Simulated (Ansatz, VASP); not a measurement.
## One calculation of GaAs, two programs

```
CELL_PARAMETERS angstrom
0.00000 2.85512 2.82685
2.85512 0.00000 2.82685
2.85512 2.85512 0.00000
ATOMIC_POSITIONS crystal
Ga 0.00000 0.00000 0.00000
As 0.75000 0.75000 0.75000
```

Change from the starting cell: equal xx and yy strain of +1 %, PAW files.

Alike in both runs: task electric field gradients; functional LDA; k mesh 10 × 10 × 10; occupations fermi-dirac, width 0.08 eV; no spin polarisation.

```csv
,VASP,Ansatz
version,VASP 6.6.1,Ansatz 0.2.0
potentials or method,"VASP PAW LDA potentials, release 64 (Ga_d, As)","PAW with Ansatz's default frozen-core files, scalar-relativistic"
plane-wave cutoff (eV),520,420
valence electrons in the cell,18,28
```

Ansatz gave:

* pressure (GPa): -3.1
* traceless stress, the component that is largest in VASP (GPa): 0.41
* size of Vzz on the site where it differs most (V/Å²): 1.8

Estimate VASP's values.

pressure (GPa): -2.8; traceless stress, the component that is largest in VASP (GPa): 0.40; size of Vzz on the site where it differs most (V/Å²): 1.7.

LDA's correlation is that of Perdew and Zunger in VASP and of Perdew and Wang (1992) in Ansatz. VASP's potentials hold 18 valence electrons a cell and Ansatz's 28, so a difference there can come from the potentials and not from the codes.
